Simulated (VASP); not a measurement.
# Ga (P2_1/m) in VASP: notebook, part 2 of 2

VASP 6.6.1. The steps go on from the part before.

### 3 Single point, LDA (volume scaled by 1.04)

File INCAR:

```
SYSTEM = Ga
PREC = Accurate
ENCUT = 520
EDIFF = 1E-7
ISMEAR = -1
SIGMA = 0.05
LREAL = .FALSE.
LASPH = .TRUE.
NELM = 80
ALGO = Fast
ISIF = 2
LWAVE = .FALSE.
LCHARG = .FALSE.
NBANDS = 20
```

File KPOINTS:

```
Automatic mesh
0
G
  10 8 7
  0 0 0
```

File POSCAR:

```
Ga
1.0
    2.8149844631      0.0000000000      0.0000000000
    0.0000000000      3.3247928052      0.0000000000
   -1.3611098509      0.0000000000      4.0427827924
Ga
2
Direct
    0.1345962700      0.7500000000      0.7701668300
    0.8654037300      0.2500000000      0.2298331700
```

Potentials or basis: VASP PAW LDA potentials, release 64 (Ga_d).

Run with:

```bash
cat potpaw_LDA.64/Ga_d/POTCAR > POTCAR
mpirun -np 1 vasp_std > vasp.out
```

OUTCAR:

```text
SYSTEM = Ga
   PREC = Accurate
   ENCUT = 520
   EDIFF = 1E-7
   ISMEAR = -1
   LREAL = .FALSE.
   LASPH = .TRUE.
   NELM = 80
   ISIF = 2

 ion  position               nearest neighbor table
   1  0.135  0.750  0.770-   2 2.75   2 2.75   2 2.85   2 2.85   2 2.88   2 2.88
   2  0.865  0.250  0.230-   1 2.75   1 2.75   1 2.85   1 2.85   1 2.88   1 2.88

  LATTYP: Found a simple monoclinic cell.
 ALAT       =     2.8149844631
 B/A-ratio  =     1.1811052064
 C/A-ratio  =     1.5153762184
 COS(beta)  =    -0.3190778872

  Lattice vectors:

 A1 = (   2.8149844631,   0.0000000000,   0.0000000000)
 A2 = (   0.0000000000,   3.3247928052,   0.0000000000)
 A3 = (  -1.3611098509,   0.0000000000,   4.0427827924)

Analysis of symmetry for initial positions (statically):
=====================================================================
 Subroutine PRICEL returns:
 Original cell was already a primitive cell.

 Routine SETGRP: Setting up the symmetry group for a
 simple monoclinic supercell.

 Subroutine GETGRP returns: Found  4 space group operations
 (whereof  2 operations were pure point group operations)
 out of a pool of  4 trial point group operations.

The static configuration has the point symmetry S_2 .
 The point group associated with its full space group is C_2h.

Analysis of symmetry for dynamics (positions and initial velocities):
=====================================================================
 Subroutine PRICEL returns:
 Original cell was already a primitive cell.

 Routine SETGRP: Setting up the symmetry group for a
 simple monoclinic supercell.

 Subroutine GETGRP returns: Found  4 space group operations
 (whereof  2 operations were pure point group operations)
 out of a pool of  4 trial point group operations.

The dynamic configuration has the point symmetry S_2 .
 The point group associated with its full space group is C_2h.

 Subroutine INISYM returns: Found  4 space group operations
 (whereof  2 operations are pure point group operations),
 and found     1 'primitive' translations

----------------------------------------------------------------------------------------

[... 107 lines left out ...]
   ISMEAR =    -1;   SIGMA  =   0.05  broadening in eV -4-tet -1-fermi 0-gaus
   EFERMI_NEDOS =   21; number of points for ismear=-14 and -15
   IALGO  =     68    algorithm
   IMIX   =      4    mixing-type and parameters
     AMIX     =   0.40;   BMIX     =  1.00
     AMIX_MAG =   1.60;   BMIX_MAG =  1.00
  volume/ion in A,a.u.               =      18.92       127.67
  Fermi-wavevector in a.u.,A,eV,Ry     =   1.444638  2.729969 28.395061  2.086978
  Thomas-Fermi vector in A             =   2.562910
   LORBIT       =      0    0 simple, 1 ext, 2 COOP (PROOUT), +10 PAW based schemes
   GGA     = CA    functional components
   LHFCALC =     F    Hartree Fock is set to
   AEXX    =    0.0000 exact exchange contribution
   IVDW    =     0    specifies the selected vdW correction
   LEPSILON=     F    determine dielectric tensor
   LRPA    =     F    only Hartree local field effects (RPA)
 non-spin polarized calculation
 RMM-DIIS sequential band-by-band and
  energy-cutoff  :      520.00
  volume of cell :       37.84
 maximum number of plane-waves:      1035
 NGX is ok and might be reduce to    24
   NGX = 11   NGY = 13   NGZ = 15

 number of electron      26.0000006 magnetization

 Free energy of the ion-electron system (eV)
  ---------------------------------------------------
  ext. energy  EPLUGINS =         0.00000000
  ---------------------------------------------------
  free energy    TOTEN  =        -7.13026931 eV

  energy without entropy =       -7.12649984  energy(sigma->0) =       -7.12838457

 E-fermi :   5.1699     XC(G=0): -11.2659

 val. band max:        5.1351049405   @ k =   0.3000   0.0000   0.0000
 cond. band min:       5.1813864935   @ k =   0.4000   0.5000   0.0000
 fundamental gap:      0.0462815530
 Fermi energy:         5.1699382299

 k-point     1 :       0.0000    0.0000    0.0000
  band No.  band energies     occupation
      1      -9.9836      2.00000
      2      -9.9789      2.00000
      3      -9.9222      2.00000
      4      -9.9218      2.00000
      5      -9.6861      2.00000
      6      -9.6850      2.00000
[... 541 lines left out ...]
     19      15.4954      0.00000
     20      16.0847      0.00000

 [... further k-points ...]
[... 5 lines left out ...]
  --------------------------------------------------------------------------------------
  -------------------------------------------------------------------------------------
  Total       -0.9076730     -1.2803311     -1.0107325      0.0000000      0.0000000     -0.0900862
  in kB      -38.4343033    -54.2140541    -42.7982309      0.0000000      0.0000000     -3.8145909
  external PRESSURE =     -45.1488628 kB  Pullay stress =       0.0000000 kB

 VOLUME and BASIS-vectors are now :
 -----------------------------------------------------------------------------
  energy-cutoff  :      520.00
  volume of cell :       37.84
      direct lattice vectors                 reciprocal lattice vectors
     2.814984463  0.000000000  0.000000000     0.355241748  0.000000000  0.119601539
     0.000000000  3.324792805  0.000000000     0.000000000  0.300770622  0.000000000
    -1.361109851  0.000000000  4.042782792     0.000000000  0.000000000  0.247354372

 POSITION                                       TOTAL-FORCE (eV/Angst)
 -----------------------------------------------------------------------------------
     -0.66940      2.49359      3.11362        -0.013677     -0.000000     -0.048238
      2.12327      0.83120      0.92917         0.013677      0.000000      0.048238
 -----------------------------------------------------------------------------------
    total drift:                               -0.000000     -0.000000      0.000000

  FREE ENERGIE OF THE ION-ELECTRON SYSTEM (eV)
  ---------------------------------------------------
  free  energy   TOTEN  =        -7.1302693082 eV

  energy  without entropy=       -7.1264998374  energy(sigma->0) =       -7.12838457
```

stdout:

```text
POSCAR found type information on POSCAR Ga
 POSCAR found :  1 types and       2 ions
 scaLAPACK will be used
 LDA part: xc-table for (Slater(with rela. corr.)+CA(PZ))
 , standard interpolation
 POSCAR, INCAR and KPOINTS ok, starting setup
 FFT: planning ... GRIDC
 FFT: planning ... GRID_SOFT
 FFT: planning ... GRID
 WAVECAR not read
 entering main loop
WARNING in EDDRMM: call to ZHEGV failed, returncode =   8  4     19
 num prob  num prob  num prob  num prob WARNING in EDDRMM: call to ZHEGV failed, returncode =   6  3     17
 num prob  num prob  num prob RMM:  13    -0.713026930822E+01   -0.23013E-07   -0.51812E-07  6788   0.731E-03
```

Wall time 42 s (1 thread of Intel Xeon 6975P-C (Granite Rapids), shared host); peak memory 0.21 GiB.

Results:

```yaml
Free_energy: -7.1303 eV
Pressure: -4.5 GPa
Largest_force: 0.050 eV/Å
Band_gap_on_the_k_mesh: zero (band 13 reaches 9.27 eV, above the bottom of band 14 at 1.29 eV)
```

Forces in eV/Å, atoms in the order of the input:
```
Ga  -0.014  0.000 -0.048
Ga   0.014  0.000  0.048
```

Stress tensor (GPa, compression positive):
```
-3.84  0.00 -0.38
 0.00 -5.42  0.00
-0.38  0.00 -4.28
```

Levels at points of the mesh, in eV from the Fermi level:
| k point | band 9 | band 10 | band 11 | band 12 | band 13 | band 14 | band 15 | band 16 | band 17 | band 18 |
| --- | --- | --- | --- | --- | --- | --- | --- | --- | --- | --- |
| (0.00, 0.00, 0.00) | -14.79 | -14.67 | -11.06 | -1.91 | -1.60 | 1.82 | 5.67 | 8.88 | 10.01 | 10.24 |
| (0.50, 0.00, 0.00) | -14.72 | -14.70 | -6.16 | -5.06 | -1.27 | 0.14 | 5.96 | 6.31 | 8.46 | 8.82 |
| (0.00, 0.50, 0.00) | -14.73 | -14.73 | -7.61 | -7.61 | 1.76 | 1.76 | 2.62 | 2.62 | 11.06 | 11.06 |
| (0.50, 0.50, 0.00) | -14.69 | -14.69 | -2.90 | -2.90 | -1.65 | -1.65 | 2.17 | 2.17 | 4.55 | 4.55 |
